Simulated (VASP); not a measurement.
# V2N3: relaxation of shape and atoms at fixed volume with PBEsol

V2N3:

```
CELL_PARAMETERS angstrom
2.68292 0.00000 0.00000
-1.34146 2.32348 0.00000
0.00000 0.00000 6.05321
ATOMIC_POSITIONS crystal
V 0.66667 0.33333 0.30228
V 0.33333 0.66667 0.69772
N 0.00000 0.00000 0.50000
N 0.00000 0.00000 0.10758
N 0.00000 0.00000 0.89242
```

* Program: VASP 6.6.1
* Task: relaxation of shape and atoms at fixed volume
* Functional: PBEsol
* Potentials or basis: VASP PAW PBE potentials, release 64 (V_sv, N)
* Cutoff: 600 eV
* k mesh: 12 × 12 × 6
* Occupations: gaussian, width 0.1 eV
* Spin: no spin polarisation
* Dipole correction: no
* Further INCAR settings: ALGO = Normal; EDIFF = 1e-06; IBRION = 2; EDIFFG = -0.01; NSW = 50; ISIF = 4

The energy gained by relaxing is 0.7 meV/atom. The ionic steps are 9, the pressure after relaxing is 37.8 GPa and the band gap on the k mesh is zero (an odd number of electrons rules out a gap without spin polarisation).

Step by step:
```tsv
step	energy change (eV)	largest force (eV/Å)	pressure (GPa)	volume (Å³)
1	0.0000	0.2505	38.67	37.73
2	0.0164	1.1375	36.60	37.73
3	-0.0028	0.1687	38.05	37.73
4	-0.0028	0.1440	37.54	37.73
5	-0.0036	0.0535	37.78	37.73
6	-0.0036	0.0330	37.80	37.73
7	-0.0036	0.0103	37.83	37.73
8	-0.0036	0.0259	37.78	37.73
9	-0.0036	0.0018	37.78	37.73
```

Final structure:
```xyz
5
Lattice="2.6767 0.0000 0.0000 -1.3384 2.3181 0.0000 0.0000 0.0000 6.0813" Properties=species:S:1:pos:R:3 pbc="T T T"
V     1.3384    0.7727    1.8384
V     0.0000    1.5454    4.2429
N     0.0000    0.0000    3.0407
N    -1.3384    2.3181    0.6548
N     0.0000    0.0000    5.4265
```

Levels at points of the mesh, in eV from the Fermi level:
| k point | band 16 | band 17 | band 18 | band 19 | band 20 | band 21 | band 22 | band 23 | band 24 |
| --- | --- | --- | --- | --- | --- | --- | --- | --- | --- |
| (0.00, 0.00, 0.00) | -3.76 | -3.76 | -2.19 | -2.19 | -0.74 | 0.53 | 0.53 | 1.20 | 2.42 |
| (0.50, 0.00, 0.00) | -5.57 | -3.92 | -3.69 | -1.45 | -1.44 | 0.24 | 2.28 | 2.51 | 2.98 |
| (0.00, 0.00, 0.50) | -4.51 | -3.66 | -1.81 | -1.23 | -1.23 | 0.28 | 0.28 | 1.25 | 1.60 |
| (0.50, 0.00, 0.50) | -5.12 | -5.09 | -2.62 | -2.00 | -0.50 | 0.32 | 2.16 | 2.78 | 2.93 |

Wall time 11 min on 1 thread of Intel Xeon 8259CL (shared host), peak memory 0.24 GiB.

Caveat: the PAW data sets were made with another functional, which shifts forces and pressure a little; the run has no spin polarisation, though such a crystal can be magnetic. With open d or f shells a metallic result of PBEsol can be an artefact of self-interaction; +U or a hybrid may open a gap.
